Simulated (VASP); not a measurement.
# Cu (P1) in VASP: single point with LDA

Aim: the single point of Cu with LDA.

All numbers are computed with VASP 6.6.1; they aren't measurements. Logs are shortened: lines on timing, memory, paths and dates and some standing lists are left out, and cuts for length are marked.

## 1. The cell of the first run

The typed cell holds 4 atoms: a = 2.531 Å, b = 2.531 Å, c = 8.262 Å, α = 90.00°, β = 90.00°, γ = 120.00°.

## 2. Single point, LDA

File INCAR:

```
SYSTEM = Cu
PREC = Accurate ; ENCUT = 820
EDIFF = 1E-6 ; ISMEAR = -1
SIGMA = 0.1 ; LREAL = .FALSE.
LASPH = .TRUE. ; NELM = 120
ALGO = Normal ; ISIF = 2
LWAVE = .FALSE. ; LCHARG = .TRUE.
GGA = CA ; LELF = .TRUE.
LVHAR = .TRUE. ; NBANDS = 46
GGA_COMPAT = .FALSE.
```

File KPOINTS:

```
regular mesh
0
G
  7 7 2
  0 0 0
```

File POSCAR:

```
Cu
1.0
    2.5307600000      0.0000000000      0.0000000000
   -1.2653800000      2.1917100000      0.0000000000
    0.0000000000      0.0000000000      8.2618200000
Cu
4
Direct
    0.9925800000      0.9985900000      0.9998000000
    0.3224194471      0.6569400000      0.2506100000
    0.0082400000      0.0061200000      0.5010500000
    0.6724400000      0.3369600000      0.7519600000
```

Potentials or basis: VASP PAW LDA potentials, release 64 (Cu_sv_GW).

Command:

```bash
$ cat potpaw_LDA.64/Cu_sv_GW/POTCAR > POTCAR
$ mpirun -np 1 vasp_std > vasp.out
```

OUTCAR:

```text
SYSTEM = Cu
   PREC = Accurate
   ENCUT = 820
   EDIFF = 1E-6
   ISMEAR = -1
   LREAL = .FALSE.
   LASPH = .TRUE.
   NELM = 120
   ISIF = 2
   GGA = CA

 ion  position               nearest neighbor table
   1  0.993  0.999  1.000-   4 2.51   4 2.51   2 2.53   4 2.53   2 2.54   2 2.54
   2  0.322  0.657  0.251-   3 2.51   1 2.53   3 2.53   1 2.54   1 2.54   3 2.56
   3  0.008  0.006  0.501-   2 2.51   2 2.53   4 2.53   4 2.54   4 2.54   2 2.56
   4  0.672  0.337  0.752-   1 2.51   1 2.51   1 2.53   3 2.53   3 2.54   3 2.54

  LATTYP: Found a hexagonal cell.
 ALAT       =     2.5307600000
 C/A-ratio  =     3.2645608434

  Lattice vectors:

 A1 = (   2.5307600000,   0.0000000000,   0.0000000000)
 A2 = (  -1.2653800000,   2.1917100000,   0.0000000000)
 A3 = (   0.0000000000,   0.0000000000,   8.2618200000)

Analysis of symmetry for initial positions (statically):
=====================================================================
 Subroutine PRICEL returns:
 Original cell was already a primitive cell.

 Routine SETGRP: Setting up the symmetry group for a
 hexagonal supercell.

 Subroutine GETGRP returns: Found  1 space group operations
 (whereof  1 operations were pure point group operations)
 out of a pool of 24 trial point group operations.

The static configuration has the point symmetry C_1 .

Analysis of symmetry for dynamics (positions and initial velocities):
=====================================================================
 Subroutine PRICEL returns:
 Original cell was already a primitive cell.

 Routine SETGRP: Setting up the symmetry group for a
 hexagonal supercell.

 Subroutine GETGRP returns: Found  1 space group operations
 (whereof  1 operations were pure point group operations)
 out of a pool of 24 trial point group operations.

The dynamic configuration has the point symmetry C_1 .

 Subroutine INISYM returns: Found  1 space group operations
 (whereof  1 operations are pure point group operations),
 and found     1 'primitive' translations

----------------------------------------------------------------------------------------

                                     Primitive cell

  volume of cell :      45.8258

  direct lattice vectors                    reciprocal lattice vectors
     2.530760000  0.000000000  0.000000000     0.395138219  0.228132372  0.000000000
    -1.265380000  2.191710000  0.000000000     0.000000000  0.456264743  0.000000000
     0.000000000  0.000000000  8.261820000     0.000000000  0.000000000  0.121038706

  length of vectors
     2.530760000  2.530766538  8.261820000     0.456265922  0.456264743  0.121038706

  position of ions in fractional coordinates (direct lattice)
     0.992580000  0.998590000  0.999800000
     0.322419447  0.656940000  0.250610000
     0.008240000  0.006120000  0.501050000
     0.672440000  0.336960000  0.751960000

  ion indices of the primitive-cell ions
   primitive index   ion index
                 1           1
                 2           2
                 3           3
                 4           4

----------------------------------------------------------------------------------------

 KPOINTS: regular mesh

Automatic generation of k-mesh.
 Grid dimensions read from file:
 generate k-points for:    7    7    2

 Generating k-lattice:

  Cartesian coordinates                     Fractional coordinates (reciprocal lattice)
     0.056448317  0.032590339  0.000000000     0.142857143 -0.000000000  0.000000000
     0.000000000  0.065180678  0.000000000     0.000000000  0.142857143  0.000000000
     0.000000000  0.000000000  0.060519353     0.000000000  0.000000000  0.500000000

  Length of vectors
     0.065180846  0.065180678  0.060519353

  Shift w.r.t. Gamma in fractional coordinates (k-lattice)
     0.000000000  0.000000000  0.000000000

 Subroutine IBZKPT returns following result:
 ===========================================

 Found     50 irreducible k-points:

 Following reciprocal coordinates:
            Coordinates               Weight
  0.000000  0.000000  0.000000      1.000000
  0.142857  0.000000  0.000000      2.000000
  0.000000  0.142857  0.000000      2.000000
 -0.142857  0.142857  0.000000      2.000000
  0.285714  0.000000  0.000000      2.000000
  0.000000  0.285714  0.000000      2.000000
[... 16 lines left out ...]
  0.285714  0.285714  0.000000      2.000000
 -0.285714 -0.428571  0.000000      2.000000
 [... further k-points ...]
   k-points           NKPTS =     50   k-points in BZ     NKDIM =     50   number of bands    NBANDS=     46
   number of dos      NEDOS =    301   number of ions     NIONS =      4
   total plane-waves  NPLWV =  46080
   dimension x,y,z NGX =    24 NGY =   24 NGZ =   80
   dimension x,y,z NGXF=    48 NGYF=   48 NGZF=  160
   ions per type =               4
   NGX,Y,Z   is equivalent  to a cutoff of  15.77, 15.77, 16.10 a.u.
   NGXF,Y,Z  is equivalent  to a cutoff of  31.53, 31.53, 32.20 a.u.
 SYSTEM =  Cu
   PREC   = accura    normal or accurate (medium, high low for compatibility)
   ISTART =      0    job   : 0-new  1-cont  2-samecut
   ICHARG =      2    charge: 1-file 2-atom 10-const
   ISPIN  =      1    spin polarized calculation?
   LNONCOLLINEAR =      F non collinear calculations
   LSORBIT =      F    spin-orbit coupling
   LASPH  =      T    aspherical Exc in radial PAW
   ENCUT  =  820.0 eV  60.27 Ry    7.76 a.u.   5.91  5.91 19.29*2*pi/ulx,y,z
   NELM   =    120;   NELMIN=  2; NELMDL= -5     # of ELM steps
   EDIFF  = 0.1E-05   stopping-criterion for ELM
   LREAL  =      F    real-space projection
   EDIFFG = 0.1E-04   stopping-criterion for IOM
   NSW    =      0    number of steps for IOM
   IBRION =     -1    ionic relax: 0-MD 1-quasi-New 2-CG
   NFREE  =      0    steps in history (QN), initial steepest desc. (CG)
   ISIF   =      2    stress and relaxation
   ISYM   =      2    0-nonsym 1-usesym 2-fastsym
   POTIM  = 0.5000    time-step for ionic-motion
   TEBEG  =    0.0;   TEEND  =   0.0 temperature during run
   PSTRESS=    0.0 pullay stress
   NELECT =      76.0000    total number of electrons
   NUPDOWN=      -1.0000    fix difference up-down
   EMIN   =  10.00;   EMAX   =-10.00  energy-range for DOS
   EFERMI =   0.00;   METHOD = LEGACY
   ISMEAR =    -1;   SIGMA  =   0.10  broadening in eV -4-tet -1-fermi 0-gaus
   EFERMI_NEDOS =   21; number of points for ismear=-14 and -15
   IALGO  =     38    algorithm
   IMIX   =      4    mixing-type and parameters
     AMIX     =   0.40;   BMIX     =  1.00
     AMIX_MAG =   1.60;   BMIX_MAG =  1.00
  volume/ion in A,a.u.               =      11.46        77.31
  Fermi-wavevector in a.u.,A,eV,Ry     =   1.937802  3.661915 51.090927  3.755077
  Thomas-Fermi vector in A             =   2.968306
   LORBIT       =      0    0 simple, 1 ext, 2 COOP (PROOUT), +10 PAW based schemes
   GGA     = CA    functional components
   LHFCALC =     F    Hartree Fock is set to
   AEXX    =    0.0000 exact exchange contribution
   IVDW    =     0    specifies the selected vdW correction
   LEPSILON=     F    determine dielectric tensor
   LRPA    =     F    only Hartree local field effects (RPA)
 non-spin polarized calculation
  energy-cutoff  :      820.00
  volume of cell :       45.83
 maximum number of plane-waves:      2466
   NGX = 11   NGY = 11   NGZ = 39

 number of electron      76.0000010 magnetization

 Free energy of the ion-electron system (eV)
  ---------------------------------------------------
  ext. energy  EPLUGINS =         0.00000000
  ---------------------------------------------------
  free energy    TOTEN  =       -19.45221745 eV

  energy without entropy =      -19.42069871  energy(sigma->0) =      -19.43645808

 E-fermi :   7.5262     XC(G=0): -14.0202

 val. band max:        7.5199687072   @ k =  -0.4286   0.4286   0.0000
 cond. band min:       7.5592459501   @ k =   0.4286  -0.0000   0.0000
 fundamental gap:      0.0392772429
 Fermi energy:         7.5261884340

 k-point     1 :       0.0000    0.0000    0.0000
  band No.  band energies     occupation
      1    -104.0182      2.00000
      2    -104.0063      2.00000
      3    -103.9995      2.00000
      4    -103.9865      2.00000
      5     -62.0390      2.00000
      6     -61.9775      2.00000
[... 38 lines left out ...]
     45      29.7140      0.00000
     46      29.8963      0.00000

 k-point     2 :       0.1429    0.0000    0.0000
  band No.  band energies     occupation
      1    -104.0156      2.00000
      2    -104.0039      2.00000
      3    -103.9975      2.00000
      4    -103.9846      2.00000
      5     -62.0313      2.00000
      6     -61.9785      2.00000
[... 38 lines left out ...]
     45      25.1278      0.00000
     46      25.1838      0.00000

 k-point     3 :       0.0000    0.1429    0.0000
  band No.  band energies     occupation
      1    -104.0156      2.00000
      2    -104.0039      2.00000
      3    -103.9975      2.00000
      4    -103.9846      2.00000
      5     -62.0310      2.00000
      6     -61.9789      2.00000
[... 38 lines left out ...]
     45      25.1488      0.00000
     46      25.1912      0.00000

 k-point     4 :      -0.1429    0.1429    0.0000
  band No.  band energies     occupation
      1    -104.0156      2.00000
      2    -104.0040      2.00000
      3    -103.9975      2.00000
      4    -103.9846      2.00000
      5     -62.0311      2.00000
      6     -61.9788      2.00000
[... 920 lines left out ...]
     45      17.0069      0.00000
     46      18.1539      0.00000

 k-point    23 :       0.2857    0.2857    0.0000
  band No.  band energies     occupation
      1    -104.0035      2.00000
      2    -103.9926      2.00000
      3    -103.9888      2.00000
      4    -103.9760      2.00000
      5     -62.0122      2.00000
      6     -62.0017      2.00000
[... 38 lines left out ...]
     45      15.4799      0.00000
     46      16.9451      0.00000

 k-point    24 :      -0.2857   -0.4286    0.0000
  band No.  band energies     occupation
      1    -104.0035      2.00000
      2    -103.9927      2.00000
      3    -103.9888      2.00000
      4    -103.9760      2.00000
      5     -62.0134      2.00000
      6     -62.0034      2.00000
[... 38 lines left out ...]
     45      15.4707      0.00000
     46      16.9649      0.00000

 [... further k-points ...]

------------------------ aborting loop because EDIFF is reached ----------------------------------------

  FORCE on cell =-STRESS in cart. coord.  units (eV):
  Direction    XX          YY          ZZ          XY          YZ          ZX
  --------------------------------------------------------------------------------------
  -------------------------------------------------------------------------------------
  Total       -2.9442633     -2.8117282     -2.8449361     -0.0610052     -0.0001161      0.0067757
  in kB     -102.9384094    -98.3046674    -99.4656959     -2.1328861     -0.0040600      0.2368953
  external PRESSURE =    -100.2362576 kB  Pullay stress =       0.0000000 kB

 VOLUME and BASIS-vectors are now :
 -----------------------------------------------------------------------------
  energy-cutoff  :      820.00
  volume of cell :       45.83
      direct lattice vectors                 reciprocal lattice vectors
     2.530760000  0.000000000  0.000000000     0.395138219  0.228132372  0.000000000
    -1.265380000  2.191710000  0.000000000     0.000000000  0.456264743  0.000000000
     0.000000000  0.000000000  8.261820000     0.000000000  0.000000000  0.121038706

 POSITION                                       TOTAL-FORCE (eV/Angst)
 -----------------------------------------------------------------------------------
      1.24839      2.18862      8.26017         0.021222     -0.007039      0.091644
     -0.01531      1.43982      2.07049         0.016179      0.038364     -0.005882
      0.01311      0.01341      4.13958        -0.020202     -0.029790      0.008614
      1.27540      0.73852      6.21256        -0.017199     -0.001535     -0.094376
 -----------------------------------------------------------------------------------
    total drift:                                0.000730     -0.000614     -0.003029

  FREE ENERGIE OF THE ION-ELECTRON SYSTEM (eV)
  ---------------------------------------------------
  free  energy   TOTEN  =       -19.4522174467 eV

  energy  without entropy=      -19.4206987112  energy(sigma->0) =      -19.43645808
```

Wall time 4.1 min (1 thread of Intel Xeon Platinum 8375C at 2.90GHz (Ice Lake), shared host); peak memory 0.29 GiB.

What came out:

```
Free energy            : -19.4522 eV
Pressure               : -10.0 GPa
Largest force          : 0.096 eV/Å
Band gap on the k mesh : zero (bands 38 and 39 overlap by 4.26 eV)
```

Forces in eV/Å, atoms in the order of the input:
```
Cu   0.021 -0.007  0.092
Cu   0.016  0.038 -0.006
Cu  -0.020 -0.030  0.009
Cu  -0.017 -0.002 -0.094
```

Caveat: the k points lie up to 0.41 Å⁻¹ apart, too coarse for converged energies and pressures of a metal.

The gap in the log of VASP goes by the Fermi energy; the results here count the filled bands.